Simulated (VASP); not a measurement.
# SiC (F-43m) in VASP: a series of runs

Runs on SiC. Level: r2SCAN. Tasks: dielectric tensor.

Program: VASP 6.6.1. These are calculated values, not measurements. Logs are shortened: lines on timing, memory, paths and dates and some standing lists are left out, and cuts for length are marked.

## Step 1: The cell of the first run

It takes space group F-43m (No. 216, cubic). The conventional cell has a = 4.182 Å, b = 4.182 Å, c = 4.182 Å, α = 90.00°, β = 90.00°, γ = 90.00°. Within 2.4 Å of Si (site symmetry -43m) lie 4 C at 1.81 Å. C (site symmetry -43m) has 4 Si at 1.81 Å within 2.4 Å.

## Step 2: Dielectric tensor, r2SCAN (strain -4.0%)

File INCAR:

```
SYSTEM = SiC
PREC = Accurate ; ENCUT = 520
EDIFF = 1E-8 ; ISMEAR = 0
SIGMA = 0.01 ; LREAL = .FALSE.
LASPH = .TRUE. ; NELM = 80
ALGO = Normal ; ISIF = 2
LWAVE = .FALSE. ; LCHARG = .FALSE.
METAGGA = R2SCAN ; LMIXTAU = .TRUE.
LCALCEPS = .TRUE.
```

File KPOINTS:

```
Automatic mesh
0
G
  8 8 8
  0 0 0
```

File POSCAR:

```
SiC
1.0
    0.0000000000      2.0909302570      2.0909302570
    2.0909302570      0.0000000000      2.0909302570
    2.0909302570      2.0909302570      0.0000000000
Si C
1 1
Direct
    0.0000000000      0.0000000000      0.0000000000
    0.2500000000      0.2500000000      0.2500000000
```

Potentials or basis: VASP PAW PBE potentials, release 64 (Si, C).

Run with:

```
> cat potpaw_PBE.64/Si/POTCAR potpaw_PBE.64/C/POTCAR > POTCAR
> mpirun -np 1 vasp_std > vasp.out
```

OUTCAR:

```text
SYSTEM = SiC
   PREC = Accurate
   ENCUT = 520
   EDIFF = 1E-8
   ISMEAR = 0
   LREAL = .FALSE.
   LASPH = .TRUE.
   NELM = 80
   ISIF = 2
   METAGGA = R2SCAN

 ion  position               nearest neighbor table
   1  0.000  0.000  0.000-   2 1.81   2 1.81   2 1.81   2 1.81
   2  0.250  0.250  0.250-   1 1.81   1 1.81   1 1.81   1 1.81

  LATTYP: Found a face centered cubic cell.
 ALAT       =     4.1818605140

  Lattice vectors:

 A1 = (   0.0000000000,   2.0909302570,   2.0909302570)
 A2 = (   2.0909302570,   0.0000000000,   2.0909302570)
 A3 = (   2.0909302570,   2.0909302570,   0.0000000000)

Analysis of symmetry for initial positions (statically):
=====================================================================
 Subroutine PRICEL returns:
 Original cell was already a primitive cell.

 Routine SETGRP: Setting up the symmetry group for a
 face centered cubic supercell.

 Subroutine GETGRP returns: Found 24 space group operations
 (whereof 24 operations were pure point group operations)
 out of a pool of 48 trial point group operations.

The static configuration has the point symmetry T_d .

Analysis of symmetry for dynamics (positions and initial velocities):
=====================================================================
 Subroutine PRICEL returns:
 Original cell was already a primitive cell.

 Routine SETGRP: Setting up the symmetry group for a
 face centered cubic supercell.

 Subroutine GETGRP returns: Found 24 space group operations
 (whereof 24 operations were pure point group operations)
 out of a pool of 48 trial point group operations.

The dynamic configuration has the point symmetry T_d .

 Subroutine INISYM returns: Found 24 space group operations
 (whereof 24 operations are pure point group operations),
 and found     1 'primitive' translations

----------------------------------------------------------------------------------------

                                     Primitive cell

  volume of cell :      18.2830

  direct lattice vectors                    reciprocal lattice vectors
     0.000000000  2.090930257  2.090930257    -0.239128014  0.239128014  0.239128014
     2.090930257  0.000000000  2.090930257     0.239128014 -0.239128014  0.239128014
     2.090930257  2.090930257  0.000000000     0.239128014  0.239128014 -0.239128014

  length of vectors
     2.957021927  2.957021927  2.957021927     0.414181870  0.414181870  0.414181870

  position of ions in fractional coordinates (direct lattice)
     0.000000000  0.000000000  0.000000000
     0.250000000  0.250000000  0.250000000

  ion indices of the primitive-cell ions
   primitive index   ion index
                 1           1
                 2           2

----------------------------------------------------------------------------------------

 KPOINTS: Automatic mesh

Automatic generation of k-mesh.
 Grid dimensions read from file:
 generate k-points for:    8    8    8

 Generating k-lattice:

  Cartesian coordinates                     Fractional coordinates (reciprocal lattice)
    -0.029891002  0.029891002  0.029891002     0.125000000  0.000000000  0.000000000
     0.029891002 -0.029891002  0.029891002     0.000000000  0.125000000  0.000000000
     0.029891002  0.029891002 -0.029891002     0.000000000  0.000000000  0.125000000

  Length of vectors
     0.051772734  0.051772734  0.051772734

  Shift w.r.t. Gamma in fractional coordinates (k-lattice)
     0.000000000  0.000000000  0.000000000

 Subroutine IBZKPT returns following result:
 ===========================================

 Found     29 irreducible k-points:

 Following reciprocal coordinates:
            Coordinates               Weight
  0.000000  0.000000  0.000000      1.000000
  0.125000  0.000000  0.000000      8.000000
  0.250000  0.000000  0.000000      8.000000
  0.375000  0.000000  0.000000      8.000000
  0.500000  0.000000  0.000000      4.000000
  0.125000  0.125000  0.000000      6.000000
[... 16 lines left out ...]
  0.500000  0.250000  0.125000     48.000000
 -0.375000  0.250000  0.125000     24.000000
 [... further k-points ...]
   k-points           NKPTS =     29   k-points in BZ     NKDIM =     29   number of bands    NBANDS=      8
   number of dos      NEDOS =    301   number of ions     NIONS =      2
   total plane-waves  NPLWV =  13824
   dimension x,y,z NGX =    24 NGY =   24 NGZ =   24
   dimension x,y,z NGXF=    48 NGYF=   48 NGZF=   48
   ions per type =               1   1
   NGX,Y,Z   is equivalent  to a cutoff of  13.49, 13.49, 13.49 a.u.
   NGXF,Y,Z  is equivalent  to a cutoff of  26.99, 26.99, 26.99 a.u.
 SYSTEM =  SiC
   PREC   = accura    normal or accurate (medium, high low for compatibility)
   ISTART =      0    job   : 0-new  1-cont  2-samecut
   ICHARG =      2    charge: 1-file 2-atom 10-const
   ISPIN  =      1    spin polarized calculation?
   LNONCOLLINEAR =      F non collinear calculations
   LSORBIT =      F    spin-orbit coupling
   LASPH  =      T    aspherical Exc in radial PAW
   ENCUT  =  520.0 eV  38.22 Ry    6.18 a.u.   5.50  5.50  5.50*2*pi/ulx,y,z
   NELM   =     80;   NELMIN=  2; NELMDL= -5     # of ELM steps
   EDIFF  = 0.1E-07   stopping-criterion for ELM
   LREAL  =      F    real-space projection
   EDIFFG = 0.1E-06   stopping-criterion for IOM
   NSW    =      0    number of steps for IOM
   IBRION =     -1    ionic relax: 0-MD 1-quasi-New 2-CG
   NFREE  =      0    steps in history (QN), initial steepest desc. (CG)
   ISIF   =      2    stress and relaxation
   ISYM   =      2    0-nonsym 1-usesym 2-fastsym
   POTIM  = 0.5000    time-step for ionic-motion
   TEBEG  =    0.0;   TEEND  =   0.0 temperature during run
   PSTRESS=    0.0 pullay stress
   NELECT =       8.0000    total number of electrons
   NUPDOWN=      -1.0000    fix difference up-down
   EMIN   =  10.00;   EMAX   =-10.00  energy-range for DOS
   EFERMI =   0.00;   METHOD = LEGACY
   ISMEAR =     0;   SIGMA  =   0.01  broadening in eV -4-tet -1-fermi 0-gaus
   EFERMI_NEDOS =   21; number of points for ismear=-14 and -15
   IALGO  =     38    algorithm
   IMIX   =      4    mixing-type and parameters
     AMIX     =   0.40;   BMIX     =  1.00
     AMIX_MAG =   1.60;   BMIX_MAG =  1.00
  volume/ion in A,a.u.               =       9.14        61.69
  Fermi-wavevector in a.u.,A,eV,Ry     =   1.242859  2.348663 21.016907  1.544699
  Thomas-Fermi vector in A             =   2.377195
   LORBIT       =      0    0 simple, 1 ext, 2 COOP (PROOUT), +10 PAW based schemes
   METAGGA = R2SCAN    functional components
   LHFCALC =     F    Hartree Fock is set to
   AEXX    =    0.0000 exact exchange contribution
   IVDW    =     0    specifies the selected vdW correction
   LEPSILON=     F    determine dielectric tensor
   LRPA    =     F    only Hartree local field effects (RPA)
   LRPA       =     F
 non-spin polarized calculation
 Gauss-broadening in eV      SIGMA  =   0.01
  energy-cutoff  :      520.00
  volume of cell :       18.28
 maximum number of plane-waves:       531
 NGX is ok and might be reduce to    24
   NGX = 11   NGY = 11   NGZ = 11

 number of electron       8.0000000 magnetization

 Free energy of the ion-electron system (eV)
  ---------------------------------------------------
  ext. energy  EPLUGINS =         0.00000000
  ---------------------------------------------------
  free energy    TOTEN  =       -19.09117754 eV

  energy without entropy =      -19.09117754  energy(sigma->0) =      -19.09117754

 E-fermi :   9.4800     XC(G=0): -12.4980

 val. band max:        9.4241228741   @ k =   0.0000   0.0000   0.0000
 cond. band min:   10000.0000000000   @ k =   0.0000   0.0000   0.0000
 fundamental gap:   9990.5758771259
 Fermi energy:         9.4800157958

 k-point     1 :       0.0000    0.0000    0.0000
  band No.  band energies     occupation
      1      -7.7737      2.00000
      2       9.4238      2.00000
      3       9.4239      2.00000
      4       9.4241      2.00000
      5   10000.0000      0.00000
      6   10000.0000      0.00000
      7   10000.0000      0.00000
      8   10000.0000      0.00000
[... 243 lines left out ...]
 k-point    24 :      -0.3750    0.2500    0.1250
  band No.  band energies     occupation
      1      -2.9366      2.00000
      2       0.7545      2.00000
      3       5.3835      2.00000
      4       6.9121      2.00000
      5   10000.0000      0.00000
      6   10000.0000      0.00000
      7   10000.0000      0.00000
      8   10000.0000      0.00000

 [... further k-points ...]

------------------------ aborting loop because EDIFF is reached ----------------------------------------

            Ionic dipole moment: p[ion]=(     4.18186     4.18186     4.18186 ) |e| Angst

 Total electronic dipole moment: p[elc]=(     0.00147     0.00147     0.00676 ) |e| Angst

 MACROSCOPIC STATIC DIELECTRIC TENSOR (including local field effects)
 ------------------------------------------------------
           6.239625     0.000000    -0.000000
           0.000000     6.239625     0.000000
          -0.000000     0.000000     6.239625
 ------------------------------------------------------

 PIEZOELECTRIC TENSOR (including local field effects) (e Angst)
          XX          YY          ZZ          XY          YZ          ZX
  --------------------------------------------------------------------------------
  x    -0.00000     0.00000     0.00000    -0.00000    -1.16444    -0.00000
  y    -0.00000     0.00000    -0.00000     0.00000     0.00000    -1.16444
  z    -0.00000    -0.00000     0.00000    -1.16444    -0.00000     0.00000

 PIEZOELECTRIC TENSOR (including local field effects) (C/m^2)
          XX          YY          ZZ          XY          YZ          ZX
  --------------------------------------------------------------------------------
  x    -0.00000     0.00000     0.00000    -0.00000    -1.02042    -0.00000
  y    -0.00000     0.00000    -0.00000     0.00000     0.00000    -1.02042
  z    -0.00000    -0.00000     0.00000    -1.02042    -0.00000     0.00000

 BORN EFFECTIVE CHARGES (including local field effects) (in |e|, cummulative output)
 ---------------------------------------------------------------------------------
 ion    1
    1     2.78549     0.00000     0.00000
    2     0.00000     2.78549     0.00000
    3    -0.00000     0.00000     2.78549
 ion    2
    1    -2.78549    -0.00000    -0.00000
    2     0.00000    -2.78549     0.00000
    3     0.00000     0.00000    -2.78549

  FORCE on cell =-STRESS in cart. coord.  units (eV):
  Direction    XX          YY          ZZ          XY          YZ          ZX
  --------------------------------------------------------------------------------------
  -------------------------------------------------------------------------------------
  Total        3.9855338      3.9855338      3.9855338      0.0000000      0.0000000      0.0000000
  in kB      349.2596717    349.2596717    349.2596717      0.0000000      0.0000000      0.0000000
  external PRESSURE =     349.2596717 kB  Pullay stress =       0.0000000 kB

 VOLUME and BASIS-vectors are now :
 -----------------------------------------------------------------------------
  energy-cutoff  :      520.00
  volume of cell :       18.28
      direct lattice vectors                 reciprocal lattice vectors
     0.000000000  2.090930257  2.090930257    -0.239128014  0.239128014  0.239128014
     2.090930257  0.000000000  2.090930257     0.239128014 -0.239128014  0.239128014
     2.090930257  2.090930257  0.000000000     0.239128014  0.239128014 -0.239128014

 POSITION                                       TOTAL-FORCE (eV/Angst)
 -----------------------------------------------------------------------------------
      0.00000      0.00000      0.00000         0.000000      0.000000      0.000000
      1.04547      1.04547      1.04547        -0.000000     -0.000000     -0.000000
 -----------------------------------------------------------------------------------
    total drift:                                0.000000      0.000000      0.000000

  FREE ENERGIE OF THE ION-ELECTRON SYSTEM (eV)
  ---------------------------------------------------
  free  energy   TOTEN  =       -19.0911775403 eV

  energy  without entropy=      -19.0911775403  energy(sigma->0) =      -19.09117754
```

Run time: 29 min. Hardware: 1 thread of AMD EPYC 7R43 (Zen 3), shared host; peak memory 0.19 GiB.

What came out:

| Item | Value |
| --- | --- |
| Band gap on the k mesh | 1.63 eV (least direct gap 5.21 eV) |
| Electronic dielectric tensor (diagonal) | 6.24 |
| Born charges (mean of the diagonal) | Si +2.79; C -2.79 e |

Electronic dielectric tensor:
```
6.24 0.00 0.00
0.00 6.24 0.00
0.00 0.00 6.24
```

Born effective charge tensors (e):
atom 1, Si
```
2.79 0.00 0.00
0.00 2.79 0.00
0.00 0.00 2.79
```
atom 2, C
```
-2.79  0.00  0.00
 0.00 -2.79  0.00
 0.00  0.00 -2.79
```

Dipole moments of the cell (e·Å, modulo the quantum): ionic 4.182, 4.182, 4.182; electronic 0.001, 0.001, 0.007

Caveat: the cell differs from its parent crystal (strain -4.0%); the PAW data sets were made with another functional, which shifts forces and pressure a little. A k mesh can miss the band edges.

(Continued in part 2 of 2.)
